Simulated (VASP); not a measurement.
The system is HfB2.

```
Hf B
1.0
     3.16080    0.00000    0.00000
    -1.58040    2.73733    0.00000
     0.00000    0.00000    3.50305
Hf B
1 2
Direct
  0.00000 0.00000 0.00000
  0.66667 0.33333 0.50000
  0.33333 0.66667 0.50000
```

Base run:

- Program: VASP 6.6.1
- Functional: PBE
- Potentials or basis: VASP PAW PBE potentials, release 64 (Hf_pv, B)
- Cutoff: 520 eV
- k mesh: 10 × 10 × 8
- Occupations: fermi-dirac, width 0.05 eV
- Spin: no spin polarisation

Its results: band gap on the k mesh zero (band 8 reaches 8.09 eV, above the bottom of band 9 at 7.28 eV); pressure -3.9 GPa.

Q: The run is repeated on the same cell with these changes: functional from PBE to PBEsol. What comes out?

A: Band gap on the k mesh zero (band 8 reaches 7.95 eV, above the bottom of band 9 at 7.15 eV); pressure -9.2 GPa.

PBEsol binds more tightly than PBE, so the same cell stands under less pressure.

Caveats: spin-orbit coupling is left out, which moves the levels of the heavy elements; the PAW data sets were made with another functional, which shifts forces and pressure a little (some runs).
